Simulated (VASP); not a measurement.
Input of a VASP 6.6.1 run:

File INCAR:

```
SYSTEM = MnO2
PREC = Accurate ; ENCUT = 520
EDIFF = 1E-6 ; ISMEAR = 0
SIGMA = 0.1 ; LREAL = .False.
LASPH = .True. ; NELM = 150
ALGO = Normal ; ISIF = 2
LWAVE = .False. ; LCHARG = .True.
ISPIN = 2 ; MAGMOM = 4 0 0
LORBIT = 11 ; LMAXMIX = 4
GGA = PE ; LELF = .True.
LVHAR = .True. ; NBANDS = 24
```

KPOINTS

```
regular mesh
0
Gamma
  6 6 6
  0 0 0
```

The input POSCAR:

```
MnO2
1.0
    1.4284348394      0.8247072390      4.5839315268
   -1.4284348394      0.8247072390      4.5839315268
    0.0000000000     -1.6494144781      4.5839315268
Mn O
1 2
Direct
    0.0000000000      0.0000000000      0.0000000000
    0.2643644900      0.2643644900      0.2643644900
    0.7356355100      0.7356355100      0.7356355100
```

Potentials or basis: VASP PAW PBE potentials, release 64 (Mn_pv, O).

Launch:

```sh
$ cat potpaw_PBE.64/Mn_pv/POTCAR potpaw_PBE.64/O/POTCAR > POTCAR
$ mpirun -np 1 vasp_std > vasp.out
```

Problem. Estimate the band gap on the k mesh.

Solution. 0.86 eV, indirect (least direct gap 0.91 eV).

Problem. Estimate the net moment.

Solution. 3.00 μB per cell.

Problem. Predict the largest force.

Solution. 0.305 eV/Å.

Problem. Estimate the site moments.

Solution. Mn +2.84; O +0.04 μB.

Forces in eV/Å, atoms in the order of the input:
```
Mn   0.000  0.000  0.000
O    0.000  0.000 -0.305
O    0.000  0.000  0.305
```

Caveat: the k points lie up to 0.43 Å⁻¹ apart; a cell with one magnetic atom can't hold antiferromagnetic order, which such compounds often take. A k mesh can miss the band edges.
